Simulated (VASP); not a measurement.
# Ba (P6/mmm) in VASP: a series of runs

Ba is run at these levels: PBE; tasks: single point.

All numbers are computed with VASP 6.6.1; they aren't measurements. Logs are shortened: lines on timing, memory, paths and dates and some standing lists are left out, and cuts for length are marked.

## Step 1: The cell of the first run

It takes space group P6/mmm (No. 191, hexagonal). The conventional cell has a = 4.527 Å, b = 4.527 Å, c = 3.913 Å, α = 90.00°, β = 90.00°, γ = 120.00°. Within 5.1 Å of Ba (site symmetry 6/mmm) lie 8 Ba at 3.91 to 4.53 Å.

This isn't the form of Ba at room conditions, which is bcc.

## Step 2: Single point, PBE (strain +0.050 along x and y, +0.000 along z)

INCAR

```
PREC = Accurate
ENCUT = 520
EDIFF = 1E-6
ISMEAR = 0
SIGMA = 0.15
LREAL = False
LASPH = True
NELM = 60
ALGO = Fast
ISIF = 2
LWAVE = False
LCHARG = True
GGA = PE
LELF = True
LVHAR = True
NBANDS = 11
```

KPOINTS

```
Automatic mesh
0
Gamma
  15 15 12
```

POSCAR

```
Ba
1.0
    4.5271943828      0.0000000000      0.0000000000
   -2.2635971914      3.9206653434      0.0000000000
    0.0000000000      0.0000000000      3.9134133000
Ba
1
Direct
    0.0000000000      0.0000000000      0.0000000000
```

Potentials or basis: VASP PAW PBE potentials, release 64 (Ba_sv).

Started as:

```
$ cat potpaw_PBE.64/Ba_sv/POTCAR > POTCAR
$ mpirun -np 1 vasp_std > vasp.out
```

OUTCAR:

```text
PREC = Accurate
   ENCUT = 520
   EDIFF = 1E-6
   ISMEAR = 0
   LREAL = False
   LASPH = True
   NELM = 60
   ISIF = 2
   GGA = PE

 ion  position               nearest neighbor table
   1  0.000  0.000  0.000-

  LATTYP: Found a hexagonal cell.
 ALAT       =     4.5271943828
 C/A-ratio  =     0.8644235191

  Lattice vectors:

 A1 = (   4.5271943828,   0.0000000000,   0.0000000000)
 A2 = (  -2.2635971914,   3.9206653434,   0.0000000000)
 A3 = (   0.0000000000,   0.0000000000,   3.9134133000)

Analysis of symmetry for initial positions (statically):
=====================================================================
 Subroutine PRICEL returns:
 Original cell was already a primitive cell.

 Routine SETGRP: Setting up the symmetry group for a
 hexagonal supercell.

 Subroutine GETGRP returns: Found 24 space group operations
 (whereof 24 operations were pure point group operations)
 out of a pool of 24 trial point group operations.

The static configuration has the point symmetry D_6h.

Analysis of symmetry for dynamics (positions and initial velocities):
=====================================================================
 Subroutine PRICEL returns:
 Original cell was already a primitive cell.

 Routine SETGRP: Setting up the symmetry group for a
 hexagonal supercell.

 Subroutine GETGRP returns: Found 24 space group operations
 (whereof 24 operations were pure point group operations)
 out of a pool of 24 trial point group operations.

The dynamic configuration has the point symmetry D_6h.

 Subroutine INISYM returns: Found 24 space group operations
 (whereof 24 operations are pure point group operations),
 and found     1 'primitive' translations

----------------------------------------------------------------------------------------

                                     Primitive cell

  volume of cell :      69.4616

  direct lattice vectors                    reciprocal lattice vectors
     4.527194383  0.000000000  0.000000000     0.220887357  0.127529375  0.000000000
    -2.263597191  3.920665343  0.000000000     0.000000000  0.255058750  0.000000000
     0.000000000  0.000000000  3.913413300     0.000000000  0.000000000  0.255531405

  length of vectors
     4.527194383  4.527194383  3.913413300     0.255058750  0.255058750  0.255531405

  position of ions in fractional coordinates (direct lattice)
     0.000000000  0.000000000  0.000000000

  ion indices of the primitive-cell ions
   primitive index   ion index
                 1           1

----------------------------------------------------------------------------------------

 KPOINTS: Automatic mesh

Automatic generation of k-mesh.
 Grid dimensions read from file:
 generate k-points for:   15   15   12

 Generating k-lattice:

  Cartesian coordinates                     Fractional coordinates (reciprocal lattice)
     0.014725824  0.008501958  0.000000000     0.066666667  0.000000000  0.000000000
     0.000000000  0.017003917  0.000000000     0.000000000  0.066666667  0.000000000
     0.000000000  0.000000000  0.021294284     0.000000000  0.000000000  0.083333333

  Length of vectors
     0.017003917  0.017003917  0.021294284

  Shift w.r.t. Gamma in fractional coordinates (k-lattice)
     0.000000000  0.000000000  0.000000000

 Subroutine IBZKPT returns following result:
 ===========================================

 Found    189 irreducible k-points:

 Following reciprocal coordinates:
            Coordinates               Weight
  0.000000  0.000000  0.000000      1.000000
  0.066667  0.000000  0.000000      6.000000
  0.133333  0.000000  0.000000      6.000000
  0.200000 -0.000000  0.000000      6.000000
  0.266667  0.000000  0.000000      6.000000
  0.333333  0.000000  0.000000      6.000000
[... 16 lines left out ...]
  0.333333  0.200000  0.000000     12.000000
  0.400000  0.200000  0.000000      6.000000
 [... further k-points ...]
   k-points           NKPTS =    189   k-points in BZ     NKDIM =    189   number of bands    NBANDS=     11
   number of dos      NEDOS =    301   number of ions     NIONS =      1
   total plane-waves  NPLWV =  38880
   dimension x,y,z NGX =    36 NGY =   36 NGZ =   30
   dimension x,y,z NGXF=    72 NGYF=   72 NGZF=   60
   ions per type =               1
   NGX,Y,Z   is equivalent  to a cutoff of  13.22, 13.22, 12.74 a.u.
   NGXF,Y,Z  is equivalent  to a cutoff of  26.44, 26.44, 25.49 a.u.
 SYSTEM =  unknown system
   PREC   = accura    normal or accurate (medium, high low for compatibility)
   ISTART =      0    job   : 0-new  1-cont  2-samecut
   ICHARG =      2    charge: 1-file 2-atom 10-const
   ISPIN  =      1    spin polarized calculation?
   LNONCOLLINEAR =      F non collinear calculations
   LSORBIT =      F    spin-orbit coupling
   LASPH  =      T    aspherical Exc in radial PAW
   ENCUT  =  520.0 eV  38.22 Ry    6.18 a.u.   8.42  8.42  7.28*2*pi/ulx,y,z
   NELM   =     60;   NELMIN=  2; NELMDL= -5     # of ELM steps
   EDIFF  = 0.1E-05   stopping-criterion for ELM
   LREAL  =      F    real-space projection
   EDIFFG = 0.1E-04   stopping-criterion for IOM
   NSW    =      0    number of steps for IOM
   IBRION =     -1    ionic relax: 0-MD 1-quasi-New 2-CG
   NFREE  =      0    steps in history (QN), initial steepest desc. (CG)
   ISIF   =      2    stress and relaxation
   ISYM   =      2    0-nonsym 1-usesym 2-fastsym
   POTIM  = 0.5000    time-step for ionic-motion
   TEBEG  =    0.0;   TEEND  =   0.0 temperature during run
   PSTRESS=    0.0 pullay stress
   NELECT =      10.0000    total number of electrons
   NUPDOWN=      -1.0000    fix difference up-down
   EMIN   =  10.00;   EMAX   =-10.00  energy-range for DOS
   EFERMI =   0.00;   METHOD = LEGACY
   ISMEAR =     0;   SIGMA  =   0.15  broadening in eV -4-tet -1-fermi 0-gaus
   EFERMI_NEDOS =   21; number of points for ismear=-14 and -15
   IALGO  =     68    algorithm
   IMIX   =      4    mixing-type and parameters
     AMIX     =   0.40;   BMIX     =  1.00
     AMIX_MAG =   1.60;   BMIX_MAG =  1.00
  volume/ion in A,a.u.               =      69.46       468.75
  Fermi-wavevector in a.u.,A,eV,Ry     =   0.858012  1.621407 10.016396  0.736184
  Thomas-Fermi vector in A             =   1.975152
   LORBIT       =      0    0 simple, 1 ext, 2 COOP (PROOUT), +10 PAW based schemes
   GGA     = PE    functional components
   LHFCALC =     F    Hartree Fock is set to
   AEXX    =    0.0000 exact exchange contribution
   IVDW    =     0    specifies the selected vdW correction
   LEPSILON=     F    determine dielectric tensor
   LRPA    =     F    only Hartree local field effects (RPA)
 non-spin polarized calculation
 RMM-DIIS sequential band-by-band and
 Gauss-broadening in eV      SIGMA  =   0.15
  energy-cutoff  :      520.00
  volume of cell :       69.46
 maximum number of plane-waves:      1941
 NGX is ok and might be reduce to    36
   NGX = 17   NGY = 17   NGZ = 15

 number of electron      10.0000000 magnetization

 Free energy of the ion-electron system (eV)
  ---------------------------------------------------
  ext. energy  EPLUGINS =         0.00000000
  ---------------------------------------------------
  free energy    TOTEN  =        -1.69881323 eV

  energy without entropy =       -1.68795584  energy(sigma->0) =       -1.69338454

 E-fermi :   1.3618     XC(G=0):  -7.0925

 val. band max:        1.3392999756   @ k =   0.3333   0.3333   0.0000
 cond. band min:       1.3841293199   @ k =   0.4000   0.2000   0.2500
 fundamental gap:      0.0448293443
 Fermi energy:         1.3617726192

 k-point     1 :       0.0000    0.0000    0.0000
  band No.  band energies     occupation
      1     -27.9301      2.00000
      2     -12.9319      2.00000
      3     -12.9319      2.00000
      4     -12.7480      2.00000
      5      -1.2971      2.00000
      6       1.4561      0.37362
      7       2.8734      0.00000
      8       2.8734      0.00000
      9       5.8372      0.00000
     10       5.8372      0.00000
     11       7.0109      0.00000

 k-point     2 :       0.0667    0.0000    0.0000
  band No.  band energies     occupation
      1     -27.9292      2.00000
      2     -12.9458      2.00000
      3     -12.9351      2.00000
      4     -12.7468      2.00000
      5      -1.2320      2.00000
      6       1.4791      0.26849
      7       2.7671      0.00000
      8       2.9376      0.00000
      9       5.7325      0.00000
     10       5.8225      0.00000
     11       7.2164      0.00000

 k-point     3 :       0.1333    0.0000    0.0000
  band No.  band energies     occupation
      1     -27.9265      2.00000
      2     -12.9848      2.00000
      3     -12.9440      2.00000
      4     -12.7432      2.00000
      5      -1.0437      2.00000
      6       1.5429      0.08778
      7       2.5108      0.00000
      8       3.1278      0.00000
      9       5.4784      0.00000
     10       5.7816      0.00000
     11       7.7591      0.00000

 k-point     4 :       0.2000   -0.0000    0.0000
  band No.  band energies     occupation
      1     -27.9225      2.00000
      2     -13.0414      2.00000
      3     -12.9572      2.00000
      4     -12.7379      2.00000
      5      -0.7530      2.00000
      6       1.6257      0.01283
      7       2.2240      0.00000
      8       3.4378      0.00000
      9       5.1751      0.00000
     10       5.7230      0.00000
     11       8.0060      0.00000

 k-point     5 :       0.2667    0.0000    0.0000
  band No.  band energies     occupation
      1     -27.9180      2.00000
      2     -13.1051      2.00000
      3     -12.9721      2.00000
      4     -12.7318      2.00000
      5      -0.3971      2.00000
      6       1.6610      0.00478
      7       2.0336      0.00000
      8       3.8557      0.00000
      9       4.8889      0.00000
     10       5.6580      0.00000
     11       7.4035      0.00000
[... 211 lines left out ...]
 k-point    21 :       0.2000    0.2000    0.0000
  band No.  band energies     occupation
      1     -27.9126      2.00000
      2     -13.1514      2.00000
      3     -13.0190      2.00000
      4     -12.7246      2.00000
      5       0.1375      2.00000
      6       1.6661      0.00411
      7       1.8389      0.00001
      8       4.4726      0.00000
      9       4.7146      0.00000
     10       5.4065      0.00000
     11       6.6537      0.00000

 k-point    22 :       0.2667    0.2000    0.0000
  band No.  band energies     occupation
      1     -27.9094      2.00000
      2     -13.1793      2.00000
      3     -13.0457      2.00000
      4     -12.7203      2.00000
      5       0.5120      2.00000
      6       1.5563      0.06661
      7       1.8772      0.00000
      8       4.6194      0.00000
      9       4.8996      0.00000
     10       5.2745      0.00000
     11       6.1538      0.00000

 k-point    23 :       0.3333    0.2000    0.0000
  band No.  band energies     occupation
      1     -27.9072      2.00000
      2     -13.1967      2.00000
      3     -13.0652      2.00000
      4     -12.7173      2.00000
      5       0.7918      2.00000
      6       1.5577      0.06470
      7       1.8519      0.00000
      8       4.5649      0.00000
      9       5.1806      0.00000
     10       5.2238      0.00000
     11       5.8195      0.00000

 k-point    24 :       0.4000    0.2000    0.0000
  band No.  band energies     occupation
      1     -27.9064      2.00000
      2     -13.2025      2.00000
      3     -13.0723      2.00000
      4     -12.7163      2.00000
      5       0.8850      1.99999
      6       1.6316      0.01096
      7       1.7874      0.00006
      8       4.5475      0.00000
      9       5.1466      0.00000
     10       5.3131      0.00000
     11       5.7533      0.00000

 [... further k-points ...]

------------------------ aborting loop because EDIFF is reached ----------------------------------------

  FORCE on cell =-STRESS in cart. coord.  units (eV):
  Direction    XX          YY          ZZ          XY          YZ          ZX
  --------------------------------------------------------------------------------------
  -------------------------------------------------------------------------------------
  Total       -0.6016918     -0.6016918      0.3611123     -0.0000000      0.0000000      0.0000000
  in kB      -13.8784206    -13.8784206      8.3292944     -0.0000000      0.0000000      0.0000000
  external PRESSURE =      -6.4758489 kB  Pullay stress =       0.0000000 kB

 VOLUME and BASIS-vectors are now :
 -----------------------------------------------------------------------------
  energy-cutoff  :      520.00
  volume of cell :       69.46
      direct lattice vectors                 reciprocal lattice vectors
     4.527194383  0.000000000  0.000000000     0.220887357  0.127529375  0.000000000
    -2.263597191  3.920665343  0.000000000     0.000000000  0.255058750  0.000000000
     0.000000000  0.000000000  3.913413300     0.000000000  0.000000000  0.255531405

 POSITION                                       TOTAL-FORCE (eV/Angst)
 -----------------------------------------------------------------------------------
      0.00000      0.00000      0.00000         0.000000      0.000000      0.000000
 -----------------------------------------------------------------------------------
    total drift:                                0.000000      0.000000     -0.000000

  FREE ENERGIE OF THE ION-ELECTRON SYSTEM (eV)
  ---------------------------------------------------
  free  energy   TOTEN  =        -1.6988132343 eV

  energy  without entropy=       -1.6879558450  energy(sigma->0) =       -1.69338454
```

Run time: 2.9 min. Hardware: 1 thread of Intel Xeon 8259CL, shared host; peak memory 0.3 GiB.

What came out:

| Quantity | Value |
| --- | --- |
| Free energy | -1.6988 eV |
| Pressure | -0.6 GPa |
| Band gap on the k mesh | zero (bands 5 and 6 overlap by 0.33 eV) |

Caveat: the cell differs from its parent crystal (strain +0.050 along x and y, +0.000 along z); spin-orbit coupling is left out, which moves the levels of the heavy elements.

## Step 3: Single point, PBE (strain +0.050 along x and y, +0.050 along z)

INCAR

```
PREC     = Accurate       # precision mode
ENCUT    = 520            # plane-wave cutoff, eV
EDIFF    = 1E-6           # SCF threshold, eV
ISMEAR   = 0              # smearing method
SIGMA    = 0.15           # smearing width, eV
LREAL    = F              # projectors in reciprocal space
LASPH    = T              # aspherical terms in the spheres
NELM     = 60             # most SCF steps
ALGO     = Fast           # electronic algorithm
ISIF     = 2              # what is computed and relaxed
LWAVE    = F              # write WAVECAR
LCHARG   = T              # write CHGCAR
GGA      = PE             # functional
LELF     = T              # ELF
LVHAR    = T            
NBANDS   = 11             # bands
```

KPOINTS is that of step 2.

Edit POSCAR of step 2 so:

```diff
@@ -4,3 +4,3 @@
    -2.2635971914      3.9206653434      0.0000000000
-    0.0000000000      0.0000000000      3.9134133000
+    0.0000000000      0.0000000000      4.1090839650
 Ba
```

Potentials or basis: VASP PAW PBE potentials, release 64 (Ba_sv).

Started as:

```
$ cat potpaw_PBE.64/Ba_sv/POTCAR > POTCAR
$ mpirun -np 1 vasp_std > vasp.out
```

OUTCAR:

```text
PREC = Accurate
   ENCUT = 520
   EDIFF = 1E-6
   ISMEAR = 0
   LREAL = F
   LASPH = T
   NELM = 60
   ISIF = 2
   GGA = PE

 ion  position               nearest neighbor table
   1  0.000  0.000  0.000-

  LATTYP: Found a hexagonal cell.
 ALAT       =     4.5271943828
 C/A-ratio  =     0.9076446950

  Lattice vectors:

 A1 = (   4.5271943828,   0.0000000000,   0.0000000000)
 A2 = (  -2.2635971914,   3.9206653434,   0.0000000000)
 A3 = (   0.0000000000,   0.0000000000,   4.1090839650)

Analysis of symmetry for initial positions (statically):
=====================================================================
 Subroutine PRICEL returns:
 Original cell was already a primitive cell.

 Routine SETGRP: Setting up the symmetry group for a
 hexagonal supercell.

 Subroutine GETGRP returns: Found 24 space group operations
 (whereof 24 operations were pure point group operations)
 out of a pool of 24 trial point group operations.

The static configuration has the point symmetry D_6h.

Analysis of symmetry for dynamics (positions and initial velocities):
[... 167 lines left out ...]

 k-point     1 :       0.0000    0.0000    0.0000
  band No.  band energies     occupation
      1     -28.1294      2.00000
      2     -13.1314      2.00000
      3     -13.1314      2.00000
      4     -13.0559      2.00000
      5      -1.4239      2.00000
      6       1.3637      0.14196
      7       2.7429      0.00000
      8       2.7429      0.00000
      9       5.3711      0.00000
     10       5.3711      0.00000
     11       6.9070      0.00000
[... 309 lines left out ...]
 k-point    24 :       0.4000    0.2000    0.0000
  band No.  band energies     occupation
      1     -28.1059      2.00000
      2     -13.3984      2.00000
      3     -13.2700      2.00000
      4     -13.0220      2.00000
      5       0.7843      1.99994
      6       1.5768      0.00051
      7       1.6447      0.00004
      8       3.9744      0.00000
      9       4.6179      0.00000
     10       5.1897      0.00000
     11       5.5245      0.00000

 [... further k-points ...]

------------------------ aborting loop because EDIFF is reached ----------------------------------------

  FORCE on cell =-STRESS in cart. coord.  units (eV):
  Direction    XX          YY          ZZ          XY          YZ          ZX
  --------------------------------------------------------------------------------------
  -------------------------------------------------------------------------------------
  Total       -0.5194256     -0.5194256     -0.2176367      0.0000000      0.0000000      0.0000000
  in kB      -11.4103775    -11.4103775     -4.7808896      0.0000000      0.0000000      0.0000000
  external PRESSURE =      -9.2005482 kB  Pullay stress =       0.0000000 kB

 VOLUME and BASIS-vectors are now :
 -----------------------------------------------------------------------------
  energy-cutoff  :      520.00
  volume of cell :       72.93
      direct lattice vectors                 reciprocal lattice vectors
     4.527194383  0.000000000  0.000000000     0.220887357  0.127529375  0.000000000
    -2.263597191  3.920665343  0.000000000     0.000000000  0.255058750  0.000000000
     0.000000000  0.000000000  4.109083965     0.000000000  0.000000000  0.243363243

 POSITION                                       TOTAL-FORCE (eV/Angst)
 -----------------------------------------------------------------------------------
      0.00000      0.00000      0.00000         0.000000      0.000000      0.000000
 -----------------------------------------------------------------------------------
    total drift:                                0.000000      0.000000      0.000000

  FREE ENERGIE OF THE ION-ELECTRON SYSTEM (eV)
  ---------------------------------------------------
  free  energy   TOTEN  =        -1.7018245087 eV

  energy  without entropy=       -1.6897165469  energy(sigma->0) =       -1.69577053
```

stdout:

```text
POSCAR found type information on POSCAR Ba
 POSCAR found :  1 types and       1 ions
 scaLAPACK will be used
 LDA part: xc-table for (Slater+PW92), standard interpolation
 POSCAR, INCAR and KPOINTS ok, starting setup
 FFT: planning ... GRIDC
 FFT: planning ... GRID_SOFT
 FFT: planning ... GRID
 WAVECAR not read
 entering main loop
WARNING in EDDRMM: call to ZHEGV failed, returncode =   6  3      6
WARNING in EDDRMM: call to ZHEGV failed, returncode =   6  3      8
```

It took 2.8 min on 1 thread of Intel Xeon 8259CL, shared host; peak memory 0.31 GiB.

What came out:

```yaml
Free_energy: -1.7018 eV
Pressure: -0.9 GPa
Band_gap_on_the_k_mesh: zero (bands 5 and 6 overlap by 0.30 eV)
```

Stress tensor (GPa, compression positive):
```
-1.14  0.00  0.00
 0.00 -1.14  0.00
 0.00  0.00 -0.48
```

Caveat: the cell differs from its parent crystal (strain +0.050 along x and y, +0.050 along z); spin-orbit coupling is left out, which moves the levels of the heavy elements.
